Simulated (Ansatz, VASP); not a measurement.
## Two plane-wave programs on Hf

```
CELL_PARAMETERS angstrom
-1.78477 1.78477 1.78477
1.78477 -1.78477 1.78477
1.78477 1.78477 -1.78477
ATOMIC_POSITIONS crystal
Hf 0.00000 0.00000 0.00000
```

Alike in both runs: functional PBE; k mesh 9 × 9 × 9; occupations fermi-dirac, width 0.3 eV; no spin polarisation.

Ansatz relaxed the structure, and its values are those at the end. VASP's run is a single point on that final structure, the one shown.

|  | VASP | Ansatz |
| --- | --- | --- |
| version | VASP 6.6.1 | Ansatz 0.2.0 |
| potentials or method | VASP PAW PBE potentials, release 64 (Hf_pv) | plane waves, PAW |
| plane-wave cutoff (eV) | 520 | 420 |
| valence electrons in the cell | 10 | 26 |

```tsv
	VASP	Ansatz	Ansatz less VASP
pressure (GPa)	-0.3	0.0	+0.34
```

With one functional, cell and mesh, what is left measures potentials, basis and numerics. VASP's potentials hold 10 valence electrons a cell and Ansatz's 26, so a difference there can come from the potentials and not from the codes. Ansatz's warnings: stress scf threshold loose.

Spin-orbit coupling is off throughout.
